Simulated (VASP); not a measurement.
# WSe2 (P6_3/mmc) in VASP: notebook, part 2 of 2

VASP 6.6.1. Earlier steps stand in the parts before.

### 4 Single point, PBEsol+D3(BJ)

This run uses another cell than the first one, of 18.70 Å³/atom, 1.064 times its volume.

Input file INCAR:

```
SYSTEM = WSe2
PREC = Accurate
ENCUT = 520
EDIFF = 1E-6
ISMEAR = 0
SIGMA = 0.02
LREAL = .False.
LASPH = .True.
NELM = 80
ALGO = Normal
ISIF = 2
LWAVE = .False.
LCHARG = .False.
GGA = PS
IVDW = 12
NBANDS = 35
```

Input file KPOINTS:

```
regular mesh
0
Gamma
  12 12 2
  0 0 0
```

Input file POSCAR:

```
WSe2
1.0
    3.2304557874      0.0000000000      0.0000000000
   -1.6152278937      2.7976567777      0.0000000000
    0.0000000000      0.0000000000     12.4145013743
W Se
2 4
Direct
    0.3333333333      0.6666666667      0.2500000000
    0.6666666667      0.3333333333      0.7500000000
    0.3333333333      0.6666666667      0.6145805821
    0.6666666667      0.3333333333      0.1145805821
    0.3333333333      0.6666666667      0.8854194179
    0.6666666667      0.3333333333      0.3854194179
```

Potentials or basis: VASP PAW PBE potentials, release 64 (W_sv, Se).

The run is started by

```console
cat potpaw_PBE.64/W_sv/POTCAR potpaw_PBE.64/Se/POTCAR > POTCAR
mpirun -np 1 vasp_std > vasp.out
```

OUTCAR:

```text
SYSTEM = WSe2
   PREC = Accurate
   ENCUT = 520
   EDIFF = 1E-6
   ISMEAR = 0
   LREAL = .False.
   LASPH = .True.
   NELM = 80
   ISIF = 2
   GGA = PS
   IVDW = 12
 IVDW          = 12

 ion  position               nearest neighbor table
   1  0.333  0.667  0.250-   4 2.51   6 2.51   4 2.51   6 2.51   4 2.51   6 2.51
   2  0.667  0.333  0.750-   3 2.51   5 2.51   3 2.51   5 2.51   3 2.51   5 2.51
   3  0.333  0.667  0.615-   2 2.51   2 2.51   2 2.51
   4  0.667  0.333  0.115-   1 2.51   1 2.51   1 2.51
   5  0.333  0.667  0.885-   2 2.51   2 2.51   2 2.51
   6  0.667  0.333  0.385-   1 2.51   1 2.51   1 2.51

  LATTYP: Found a hexagonal cell.
 ALAT       =     3.2304557874
 C/A-ratio  =     3.8429565954

  Lattice vectors:

 A1 = (   3.2304557874,   0.0000000000,   0.0000000000)
 A2 = (  -1.6152278937,   2.7976567777,   0.0000000000)
 A3 = (   0.0000000000,   0.0000000000,  12.4145013743)

Analysis of symmetry for initial positions (statically):
=====================================================================
 Subroutine PRICEL returns:
 Original cell was already a primitive cell.

 Routine SETGRP: Setting up the symmetry group for a
 hexagonal supercell.

 Subroutine GETGRP returns: Found 24 space group operations
[... 181 lines left out ...]

 k-point     1 :       0.0000    0.0000    0.0000
  band No.  band energies     occupation
      1     -67.1470      2.00000
      2     -67.1469      2.00000
      3     -31.4449      2.00000
      4     -31.4449      2.00000
      5     -31.2576      2.00000
      6     -31.2576      2.00000
[... 901 lines left out ...]
     34      11.1452      0.00000
     35      12.5851      0.00000

 [... further k-points ...]

------------------------ aborting loop because EDIFF is reached ----------------------------------------

 Edisp (eV)   -2.86013

 E8    (eV) :    -1.9240

  FORCE on cell =-STRESS in cart. coord.  units (eV):
  Direction    XX          YY          ZZ          XY          YZ          ZX
  --------------------------------------------------------------------------------------
  -------------------------------------------------------------------------------------
  Total       0.30930     0.30930     0.42648     0.00000     0.00000     0.00000
  in kB       4.41672     4.41672     6.09002     0.00000     0.00000     0.00000
  external pressure =        4.97 kB  Pullay stress =        0.00 kB

 VOLUME and BASIS-vectors are now :
 -----------------------------------------------------------------------------
  energy-cutoff  :      520.00
  volume of cell :      112.20
      direct lattice vectors                 reciprocal lattice vectors
     3.230455787  0.000000000  0.000000000     0.309553842  0.178720994  0.000000000
    -1.615227894  2.797656778  0.000000000     0.000000000  0.357441988  0.000000000
     0.000000000  0.000000000 12.414501374     0.000000000  0.000000000  0.080550960

 POSITION                                       TOTAL-FORCE (eV/Angst)
 -----------------------------------------------------------------------------------
     -0.00000      1.86510      3.10363        -0.000000      0.000000     -0.000000
      1.61523      0.93255      9.31088         0.000000     -0.000000     -0.000000
     -0.00000      1.86510      7.62971         0.000000      0.000000     -0.062957
      1.61523      0.93255      1.42246        -0.000000     -0.000000     -0.062957
     -0.00000      1.86510     10.99204        -0.000000      0.000000      0.062957
      1.61523      0.93255      4.78479        -0.000000     -0.000000      0.062957
 -----------------------------------------------------------------------------------
    total drift:                               -0.000000      0.000000     -0.000000

  FREE ENERGIE OF THE ION-ELECTRON SYSTEM (eV)
  ---------------------------------------------------
  free  energy   TOTEN  =       -49.2911952906 eV

  energy  without entropy=      -49.2911952906  energy(sigma->0) =      -49.29119529
```

stdout:

```text
POSCAR found type information on POSCAR W Se
 POSCAR found :  2 types and       6 ions
 scaLAPACK will be used
 -----------------------------------------------------------------------------
|                                                                             |
|                                                                             |
|     You enforced a specific xc type in the INCAR file but a different       |
|     I HOPE YOU KNOW WHAT YOU ARE DOING!                                     |
|                                                                             |
 -----------------------------------------------------------------------------

 LDA part: xc-table for (Slater+PW92), standard interpolation
 POSCAR, INCAR and KPOINTS ok, starting setup
 FFT: planning ... GRIDC
 FFT: planning ... GRID_SOFT
 FFT: planning ... GRID
 WAVECAR not read
 entering main loop
```

It took 2.3 min on 1 thread of Intel Xeon 6975P-C (Granite Rapids), shared host; peak memory 0.29 GiB.

What came out:

- Free energy: -49.2912 eV
- Pressure: 0.5 GPa
- Largest force: 0.063 eV/Å
- Band gap on the k mesh: 0.70 eV, indirect (least direct gap 1.65 eV)
- Dispersion energy per atom: -0.477 eV

Forces on the atoms (eV/Å):
```
W    0.000  0.000  0.000
W    0.000  0.000  0.000
Se   0.000  0.000 -0.063
Se   0.000  0.000 -0.063
Se   0.000  0.000  0.063
Se   0.000  0.000  0.063
```

Levels at points of the mesh, in eV from the valence-band top:
```tsv
k point	band 24	band 25	band 26	band 27	band 28	band 29
(0.00, 0.00, 0.00)	-1.48	-0.78	0.00	2.66	2.66	2.68
(0.50, 0.00, 0.00)	-1.47	-1.45	-1.01	2.18	2.23	2.29
(0.00, 0.00, 0.50)	-1.54	-0.19	-0.19	2.65	2.65	2.65
(0.50, 0.00, 0.50)	-1.53	-1.24	-1.24	2.25	2.25	2.54
```

Caveat: the PAW data sets were made with another functional, which shifts forces and pressure a little; spin-orbit coupling is left out, which moves the levels of the heavy elements.

### 5 The runs side by side

```csv
cell,gap on the mesh (eV),pressure (GPa),largest force (eV/Å)
"a = 3.181, b = 3.181, c = 12.032 Å, angles 90.0, 90.0, 120.0°, 6 atoms",0.48,6.1,0.07
"a = 3.208, b = 3.208, c = 12.214 Å, angles 90.0, 90.0, 120.0°, 6 atoms",0.59,3.0,0.07
"a = 3.230, b = 3.230, c = 12.415 Å, angles 90.0, 90.0, 120.0°, 6 atoms",0.70,0.5,0.06
```

Alike in all rows: task single point; level PBEsol+D3(BJ); potentials or basis VASP PAW PBE potentials, release 64 (W_sv, Se); no spin polarisation; k mesh 12 × 12 × 2; cutoff (eV) 520; smearing gaussian 0.02 eV.

Caveats: the PAW data sets were made with another functional, which shifts forces and pressure a little; spin-orbit coupling is left out, which moves the levels of the heavy elements.

Absolute energies hang on the potentials; compare differences alone.

### 6 How close it comes

Step 4. Against the measured gap of WSe2, 1.3 eV (indirect; “Time-resolved XUV ARPES with tunable 24–33 eV laser pulses at 30 meV resolution”, 2019, pmc:6684652), the calculated 0.70 eV is off by -0.60 eV. Spin-orbit coupling on Se, W is left out. The value is that of PBEsol+D3(BJ) on a finite k mesh, which can miss the band edges, without temperature or zero-point motion. Semilocal functionals fall short of measured gaps as a rule.
